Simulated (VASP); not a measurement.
# TePb (Immm) in VASP: a series of runs

The runs below take TePb through single point, with PBE.

Program: VASP 6.6.1. These are calculated values, not measurements. Logs are shortened: lines on timing, memory, paths and dates and some standing lists are left out, and cuts for length are marked.

### Step 1. The cell of the first run

Symmetry: Immm, No. 71, orthorhombic system. Conventional cell: a = 4.521 Å, b = 4.854 Å, c = 6.574 Å, α = 90.00°, β = 90.00°, γ = 90.00°. Within 4.3 Å of Te (site symmetry mmm) lie 6 Pb at 3.29 to 3.32 Å. Pb (site symmetry mmm) has 6 Te at 3.29 to 3.32 Å within 4.3 Å.

### Step 2. Single point, PBE (uniaxial strain along a: +4.5 %, then relaxed in part)

INCAR

```
SYSTEM = TePb
PREC = Accurate
ENCUT = 520
EDIFF = 1E-6
ISMEAR = 0
SIGMA = 0.02
LREAL = .False.
LASPH = .True.
NELM = 80
ALGO = Normal
ISIF = 2
LWAVE = .False.
LCHARG = .True.
GGA = PE
LELF = .True.
LVHAR = .True.
NBANDS = 28
```

KPOINTS

```
Automatic mesh
0
Gamma
  6 6 4
  0 0 0
```

POSCAR

```
TePb
1.0
    3.4326211323      3.4326211323      0.0000000000
   -3.1967151049      3.1967151049      0.0000000000
    0.0000000000      0.0000000000      6.5740899288
Te Pb
2 2
Direct
    0.0000000000      0.0000000000      0.0000000000
    0.5000000000      0.5000000000      0.5000000000
    0.5000000000      0.5000000000      0.0000000000
    0.0000000000      0.0000000000      0.5000000000
```

Potentials or basis: VASP PAW PBE potentials, release 64 (Te, Pb_d).

Started as:

```bash
$ cat potpaw_PBE.64/Te/POTCAR potpaw_PBE.64/Pb_d/POTCAR > POTCAR
$ mpirun -np 1 vasp_std > vasp.out
```

OUTCAR:

```text
SYSTEM = TePb
   PREC = Accurate
   ENCUT = 520
   EDIFF = 1E-6
   ISMEAR = 0
   LREAL = .False.
   LASPH = .True.
   NELM = 80
   ISIF = 2
   GGA = PE

 ion  position               nearest neighbor table
   1  0.000  0.000  0.000-   4 3.29   4 3.29   3 3.32   3 3.32   3 3.32   3 3.32
   2  0.500  0.500  0.500-   3 3.29   3 3.29   4 3.32   4 3.32   4 3.32   4 3.32
   3  0.500  0.500  0.000-   2 3.29   2 3.29   1 3.32   1 3.32   1 3.32   1 3.32
   4  0.000  0.000  0.500-   1 3.29   1 3.29   2 3.32   2 3.32   2 3.32   2 3.32

  LATTYP: Found a simple orthorhombic cell.
 ALAT       =     4.5208378564
 B/A-ratio  =     1.0737963877
 C/A-ratio  =     1.4541751192

  Lattice vectors:

 A1 = (   3.1967151049,  -3.1967151049,   0.0000000000)
 A2 = (   3.4326211323,   3.4326211323,   0.0000000000)
 A3 = (   0.0000000000,   0.0000000000,   6.5740899288)

Analysis of symmetry for initial positions (statically):
=====================================================================
 Subroutine PRICEL returns following result:

  LATTYP: Found a body centered orthorhombic cell.
 ALAT       =     4.5208378564
 B/A-ratio  =     1.0737963877
 C/A-ratio  =     1.4541751192

  Lattice vectors:

 A1 = (   3.3146681186,   0.1179530137,  -3.2870449644)
 A2 = (  -3.3146681186,  -0.1179530137,  -3.2870449644)
 A3 = (   0.1179530137,   3.3146681186,   3.2870449644)

   2 primitive cells build up your supercell.

 Routine SETGRP: Setting up the symmetry group for a
 simple orthorhombic supercell.

 Subroutine GETGRP returns: Found  8 space group operations
 (whereof  8 operations were pure point group operations)
 out of a pool of  8 trial point group operations.

The static configuration has the point symmetry D_2h.

Analysis of symmetry for dynamics (positions and initial velocities):
=====================================================================
 Subroutine PRICEL returns following result:

  LATTYP: Found a body centered orthorhombic cell.
 ALAT       =     4.5208378564
 B/A-ratio  =     1.0737963877
 C/A-ratio  =     1.4541751192

  Lattice vectors:

 A1 = (   3.3146681186,   0.1179530137,  -3.2870449644)
 A2 = (  -3.3146681186,  -0.1179530137,  -3.2870449644)
 A3 = (   0.1179530137,   3.3146681186,   3.2870449644)

   2 primitive cells build up your supercell.

 Routine SETGRP: Setting up the symmetry group for a
 simple orthorhombic supercell.

 Subroutine GETGRP returns: Found  8 space group operations
 (whereof  8 operations were pure point group operations)
 out of a pool of  8 trial point group operations.

The dynamic configuration has the point symmetry D_2h.

 Subroutine INISYM returns: Found  8 space group operations
 (whereof  8 operations are pure point group operations),
 and found     2 'primitive' translations

----------------------------------------------------------------------------------------

                                     Primitive cell

  volume of cell :      72.1382

  direct lattice vectors                    reciprocal lattice vectors
     3.314668119  0.117953014 -3.287044964     0.145661284  0.145661284 -0.152112309
    -3.314668119 -0.117953014 -3.287044964    -0.156410560  0.156410560 -0.152112309
     0.117953014  3.314668119  3.287044964    -0.010749277  0.302071844  0.000000000

  length of vectors
     4.669646908  4.669646908  4.669646908     0.256071423  0.268452382  0.302263041

  position of ions in fractional coordinates (direct lattice)
     0.000000000  0.000000000  0.000000000
     0.500000000  0.500000000  0.000000000

  ion indices of the primitive-cell ions
   primitive index   ion index
                 1           1
                 2           4

----------------------------------------------------------------------------------------

 KPOINTS: Automatic mesh

Automatic generation of k-mesh.
 Grid dimensions read from file:
 generate k-points for:    6    6    4

 Generating k-lattice:

  Cartesian coordinates                     Fractional coordinates (reciprocal lattice)
     0.024276881  0.024276881  0.000000000     0.166666667  0.000000000  0.000000000
    -0.026068427  0.026068427  0.000000000     0.000000000  0.166666667  0.000000000
     0.000000000  0.000000000  0.038028077     0.000000000  0.000000000  0.250000000

  Length of vectors
     0.034332694  0.036866323  0.038028077

  Shift w.r.t. Gamma in fractional coordinates (k-lattice)
     0.000000000  0.000000000  0.000000000

 Subroutine IBZKPT returns following result:
 ===========================================

 Found     48 irreducible k-points:

 Following reciprocal coordinates:
            Coordinates               Weight
  0.000000  0.000000  0.000000      1.000000
  0.166667  0.000000  0.000000      2.000000
  0.333333  0.000000  0.000000      2.000000
  0.500000  0.000000  0.000000      1.000000
  0.000000  0.166667  0.000000      2.000000
  0.166667  0.166667  0.000000      4.000000
[... 16 lines left out ...]
  0.333333  0.166667  0.250000      8.000000
  0.500000  0.166667  0.250000      4.000000
 [... further k-points ...]
   k-points           NKPTS =     48   k-points in BZ     NKDIM =     48   number of bands    NBANDS=     28
   number of dos      NEDOS =    301   number of ions     NIONS =      4
   total plane-waves  NPLWV =  64800
   dimension x,y,z NGX =    36 NGY =   36 NGZ =   50
   dimension x,y,z NGXF=    72 NGYF=   72 NGZF=  100
   ions per type =               2   2
   NGX,Y,Z   is equivalent  to a cutoff of  12.33, 13.24, 12.64 a.u.
   NGXF,Y,Z  is equivalent  to a cutoff of  24.66, 26.48, 25.29 a.u.
 SYSTEM =  TePb
   PREC   = accura    normal or accurate (medium, high low for compatibility)
   ISTART =      0    job   : 0-new  1-cont  2-samecut
   ICHARG =      2    charge: 1-file 2-atom 10-const
   ISPIN  =      1    spin polarized calculation?
   LNONCOLLINEAR =      F non collinear calculations
   LSORBIT =      F    spin-orbit coupling
   LASPH  =      T    aspherical Exc in radial PAW
   ENCUT  =  520.0 eV  38.22 Ry    6.18 a.u.   9.03  8.41 12.22*2*pi/ulx,y,z
   NELM   =     80;   NELMIN=  2; NELMDL= -5     # of ELM steps
   EDIFF  = 0.1E-05   stopping-criterion for ELM
   LREAL  =      F    real-space projection
   EDIFFG = 0.1E-04   stopping-criterion for IOM
   NSW    =      0    number of steps for IOM
   IBRION =     -1    ionic relax: 0-MD 1-quasi-New 2-CG
   NFREE  =      0    steps in history (QN), initial steepest desc. (CG)
   ISIF   =      2    stress and relaxation
   ISYM   =      2    0-nonsym 1-usesym 2-fastsym
   POTIM  = 0.5000    time-step for ionic-motion
   TEBEG  =    0.0;   TEEND  =   0.0 temperature during run
   PSTRESS=    0.0 pullay stress
   NELECT =      40.0000    total number of electrons
   NUPDOWN=      -1.0000    fix difference up-down
   EMIN   =  10.00;   EMAX   =-10.00  energy-range for DOS
   EFERMI =   0.00;   METHOD = LEGACY
   ISMEAR =     0;   SIGMA  =   0.02  broadening in eV -4-tet -1-fermi 0-gaus
   EFERMI_NEDOS =   21; number of points for ismear=-14 and -15
   IALGO  =     38    algorithm
   IMIX   =      4    mixing-type and parameters
     AMIX     =   0.40;   BMIX     =  1.00
     AMIX_MAG =   1.60;   BMIX_MAG =  1.00
  volume/ion in A,a.u.               =      36.07       243.41
  Fermi-wavevector in a.u.,A,eV,Ry     =   1.067488  2.017260 15.504256  1.139531
  Thomas-Fermi vector in A             =   2.203106
   LORBIT       =      0    0 simple, 1 ext, 2 COOP (PROOUT), +10 PAW based schemes
   GGA     = PE    functional components
   LHFCALC =     F    Hartree Fock is set to
   AEXX    =    0.0000 exact exchange contribution
   IVDW    =     0    specifies the selected vdW correction
   LEPSILON=     F    determine dielectric tensor
   LRPA    =     F    only Hartree local field effects (RPA)
 non-spin polarized calculation
 Gauss-broadening in eV      SIGMA  =   0.02
  energy-cutoff  :      520.00
  volume of cell :      144.28
 maximum number of plane-waves:      3918
   NGX = 19   NGY = 17   NGZ = 25

 number of electron      40.0000007 magnetization

 Free energy of the ion-electron system (eV)
  ---------------------------------------------------
  ext. energy  EPLUGINS =         0.00000000
  ---------------------------------------------------
  free energy    TOTEN  =       -15.00094495 eV

  energy without entropy =      -15.00094495  energy(sigma->0) =      -15.00094495

 E-fermi :   5.0498     XC(G=0):  -9.0040

 val. band max:        4.9078454701   @ k =   0.5000   0.0000   0.5000
 cond. band min:       5.4223875334   @ k =   0.0000   0.5000   0.5000
 fundamental gap:      0.5145420633
 Fermi energy:         5.0498175196

 k-point     1 :       0.0000    0.0000    0.0000
  band No.  band energies     occupation
      1     -11.8918      2.00000
      2     -11.8570      2.00000
      3     -11.8536      2.00000
      4     -11.8500      2.00000
      5     -11.8469      2.00000
      6     -11.8414      2.00000
[... 20 lines left out ...]
     27      10.3390      0.00000
     28      10.8048      0.00000

 k-point     2 :       0.1667    0.0000    0.0000
  band No.  band energies     occupation
      1     -11.8876      2.00000
      2     -11.8581      2.00000
      3     -11.8515      2.00000
      4     -11.8505      2.00000
      5     -11.8457      2.00000
      6     -11.8441      2.00000
[... 20 lines left out ...]
     27      10.4634      0.00000
     28      10.8591      0.00000

 k-point     3 :       0.3333    0.0000    0.0000
  band No.  band energies     occupation
      1     -11.8782      2.00000
      2     -11.8618      2.00000
      3     -11.8542      2.00000
      4     -11.8499      2.00000
      5     -11.8430      2.00000
      6     -11.8423      2.00000
[... 20 lines left out ...]
     27      10.5008      0.00000
     28      10.9699      0.00000

 k-point     4 :       0.5000    0.0000    0.0000
  band No.  band energies     occupation
      1     -11.8686      2.00000
      2     -11.8686      2.00000
      3     -11.8542      2.00000
      4     -11.8542      2.00000
      5     -11.8379      2.00000
      6     -11.8379      2.00000
[... 20 lines left out ...]
     27      11.8528      0.00000
     28      11.8528      0.00000

 k-point     5 :       0.0000    0.1667    0.0000
  band No.  band energies     occupation
      1     -11.8854      2.00000
      2     -11.8529      2.00000
      3     -11.8529      2.00000
      4     -11.8499      2.00000
      5     -11.8473      2.00000
      6     -11.8455      2.00000
[... 20 lines left out ...]
     27      10.5066      0.00000
     28      10.5318      0.00000

 k-point     6 :       0.1667    0.1667    0.0000
  band No.  band energies     occupation
      1     -11.8828      2.00000
      2     -11.8586      2.00000
      3     -11.8510      2.00000
      4     -11.8485      2.00000
      5     -11.8473      2.00000
      6     -11.8461      2.00000
[... 463 lines left out ...]
      5     -11.8471      2.00000
      6     -11.8447      2.00000
[... 20 lines left out ...]
     27       9.6632      0.00000
     28      10.6545      0.00000

 k-point    22 :       0.1667    0.1667    0.2500
  band No.  band energies     occupation
      1     -11.8763      2.00000
      2     -11.8577      2.00000
      3     -11.8540      2.00000
      4     -11.8499      2.00000
      5     -11.8457      2.00000
      6     -11.8443      2.00000
[... 20 lines left out ...]
     27      10.4582      0.00000
     28      10.4701      0.00000

 k-point    23 :       0.3333    0.1667    0.2500
  band No.  band energies     occupation
      1     -11.8727      2.00000
      2     -11.8640      2.00000
      3     -11.8549      2.00000
      4     -11.8541      2.00000
      5     -11.8432      2.00000
      6     -11.8392      2.00000
[... 20 lines left out ...]
     27      10.3557      0.00000
     28      11.3047      0.00000

 k-point    24 :       0.5000    0.1667    0.2500
  band No.  band energies     occupation
      1     -11.8693      2.00000
      2     -11.8693      2.00000
      3     -11.8555      2.00000
      4     -11.8555      2.00000
      5     -11.8407      2.00000
      6     -11.8407      2.00000
[... 20 lines left out ...]
     27      10.8709      0.00000
     28      10.8709      0.00000

 [... further k-points ...]

------------------------ aborting loop because EDIFF is reached ----------------------------------------

  FORCE on cell =-STRESS in cart. coord.  units (eV):
  Direction    XX          YY          ZZ          XY          YZ          ZX
  --------------------------------------------------------------------------------------
  -------------------------------------------------------------------------------------
  Total       -0.9469280     -0.9469280     -0.0482337     -0.9114780      0.0000000      0.0000000
  in kB      -10.5155527    -10.5155527     -0.5356309    -10.1218835      0.0000000      0.0000000
  external PRESSURE =      -7.1889121 kB  Pullay stress =       0.0000000 kB

 VOLUME and BASIS-vectors are now :
 -----------------------------------------------------------------------------
  energy-cutoff  :      520.00
  volume of cell :      144.28
      direct lattice vectors                 reciprocal lattice vectors
     3.432621132  3.432621132  0.000000000     0.145661284  0.145661284  0.000000000
    -3.196715105  3.196715105  0.000000000    -0.156410560  0.156410560  0.000000000
     0.000000000  0.000000000  6.574089929     0.000000000  0.000000000  0.152112309

 POSITION                                       TOTAL-FORCE (eV/Angst)
 -----------------------------------------------------------------------------------
      0.00000      0.00000      0.00000         0.000000     -0.000000     -0.000000
      0.11795      3.31467      3.28704         0.000000     -0.000000      0.000000
      0.11795      3.31467      0.00000        -0.000000      0.000000      0.000000
      0.00000      0.00000      3.28704         0.000000     -0.000000      0.000000
 -----------------------------------------------------------------------------------
    total drift:                               -0.000000      0.000000      0.000000

  FREE ENERGIE OF THE ION-ELECTRON SYSTEM (eV)
  ---------------------------------------------------
  free  energy   TOTEN  =       -15.0009449538 eV

  energy  without entropy=      -15.0009449538  energy(sigma->0) =      -15.00094495
```

Run time: 68 s. Hardware: 1 thread of Intel Xeon Platinum 8559C (Emerald Rapids), shared host; peak memory 0.35 GiB.

What came out:

```yaml
Free_energy: -15.0009 eV
Pressure: -0.7 GPa
Band_gap_on_the_k_mesh: 0.51 eV
```

Levels at points of the mesh, in eV from the valence-band top:
```tsv
k point	band 16	band 17	band 18	band 19	band 20	band 21	band 22	band 23	band 24	band 25
(0.00, 0.00, 0.00)	-2.85	-2.21	-1.45	-1.28	-0.89	3.48	3.75	3.94	3.98	4.99
(0.50, 0.00, 0.00)	-2.89	-0.78	-0.78	-0.46	-0.46	1.82	1.82	2.00	2.00	4.53
(0.00, 0.50, 0.00)	-2.78	-1.14	-1.14	-0.90	-0.90	1.29	1.29	1.56	1.56	4.58
(0.50, 0.50, 0.00)	-4.09	-2.57	-2.57	-2.49	-2.49	3.47	3.47	4.87	4.87	5.22
(0.00, 0.00, 0.50)	-2.23	-1.62	-1.62	-1.25	-1.25	2.38	2.38	4.14	4.14	4.23
(0.50, 0.00, 0.50)	-0.78	-0.62	-0.62	0.00	0.00	0.84	0.84	1.41	1.41	1.55
(0.00, 0.50, 0.50)	-0.96	-0.85	-0.85	-0.23	-0.23	0.51	0.51	1.08	1.08	1.32
(0.50, 0.50, 0.50)	-3.42	-3.41	-3.41	-0.33	-0.33	1.65	1.65	4.78	4.78	5.15
```

Caveat: the cell differs from its parent crystal (uniaxial strain along a: +4.5 %, then relaxed in part); spin-orbit coupling is left out, which moves the levels of the heavy elements.

### Step 3. Single point, PBE (uniaxial strain along a: +4.5 %)

INCAR

```
ALGO = Normal
EDIFF = 1E-7
ENCUT = 520
GGA = PE
ISIF = 2
ISMEAR = 0
LASPH = T
LCHARG = F
LREAL = F
LWAVE = F
NBANDS = 28
NELM = 80
PREC = Accurate
SIGMA = 0.02
```

KPOINTS

```
k-points
0
Gamma
  6 6 4
```

Edit POSCAR of step 2 so:

```diff
@@ -3,4 +3,4 @@
     3.4326211323      3.4326211323      0.0000000000
-   -3.1967151049      3.1967151049      0.0000000000
-    0.0000000000      0.0000000000      6.5740899288
+   -3.2478508561      3.2478508561      0.0000000000
+    0.0000000000      0.0000000000      6.4957017121
 Te Pb
```

Potentials or basis: VASP PAW PBE potentials, release 64 (Te, Pb_d).

Started as:

```bash
$ cat potpaw_PBE.64/Te/POTCAR potpaw_PBE.64/Pb_d/POTCAR > POTCAR
$ mpirun -np 1 vasp_std > vasp.out
```

Run time: 70 s. Hardware: 1 thread of Intel Xeon Platinum 8559C (Emerald Rapids), shared host; peak memory 0.34 GiB.

It converged, with:

```yaml
Free_energy: -14.9873 eV
Pressure: -0.8 GPa
Band_gap_on_the_k_mesh: 0.59 eV
```

Stress tensor (GPa, compression positive):
```
-1.76 -0.77  0.00
-0.77 -1.76  0.00
 0.00  0.00  1.25
```

Levels at points of the mesh, in eV from the valence-band top:
```tsv
k point	band 17	band 18	band 19	band 20	band 21	band 22	band 23	band 24
(0.00, 0.00, 0.00)	-2.28	-1.36	-1.28	-0.87	3.47	3.65	3.79	4.30
(0.50, 0.00, 0.00)	-0.84	-0.84	-0.56	-0.56	1.80	1.80	1.99	1.99
(0.00, 0.50, 0.00)	-1.11	-1.11	-0.88	-0.88	1.41	1.41	1.66	1.66
(0.50, 0.50, 0.00)	-2.61	-2.61	-2.33	-2.33	3.53	3.53	4.76	4.76
(0.00, 0.00, 0.50)	-1.65	-1.65	-1.07	-1.07	2.45	2.45	4.06	4.06
(0.50, 0.00, 0.50)	-0.65	-0.65	0.00	0.00	0.88	0.88	1.44	1.44
(0.00, 0.50, 0.50)	-0.80	-0.80	-0.14	-0.14	0.59	0.59	1.13	1.13
(0.50, 0.50, 0.50)	-3.31	-3.31	-0.22	-0.22	1.74	1.74	4.78	4.78
```

Caveat: the cell differs from its parent crystal (uniaxial strain along a: +4.5 %); spin-orbit coupling is left out, which moves the levels of the heavy elements.
